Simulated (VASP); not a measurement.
Runs of VASP 6.6.1 on CeO2. The structure is that of space group Fm-3m (No. 225), or close to it. The cells are those of the table. 

```csv
task,cell,gap on the mesh (eV),pressure (GPa)
relaxation of cell and atoms,"relaxed to 30 GPa from a = 3.688 Å, angles 60.0°, 3 atoms",2.25,30.0
relaxation of cell and atoms,"relaxed to 20 GPa from a = 3.734 Å, angles 60.0°, 3 atoms",2.17,20.0
single point,"a = 3.688 Å, angles 60.0°, 3 atoms",2.17,20.4
single point,"a = 3.734 Å, angles 60.0°, 3 atoms",2.07,(a)
relaxation of cell and atoms,"relaxed to 10 GPa from a = 3.789 Å, angles 60.0°, 3 atoms",2.07,10.0
relaxation of cell and atoms,"relaxed to 40 GPa from a = 3.648 Å, angles 60.0°, 3 atoms",2.33,40.0
single point,"a = 3.613 Å, angles 60.0°, 3 atoms",2.34,40.0
single point,"a = 3.648 Å, angles 60.0°, 3 atoms",2.26,(b)
```

Alike in all rows: level LDA; potentials or basis VASP PAW LDA potentials, release 64 (Ce, O); no spin polarisation; k mesh 8 × 8 × 8; cutoff (eV) 600; smearing gaussian 0.01 eV.

Problem. Fill in the values left out.

Solution. (a) 10.4; (b) 30.4.

Caveats: spin-orbit coupling is left out, which moves the levels of the heavy elements; the cell is relaxed towards a set pressure, so the run minimises the enthalpy, not the energy (at least some runs); the cell stands under pressure (at least some runs).

A k mesh can miss the band edges, and the runs leave out spin-orbit coupling on Ce.
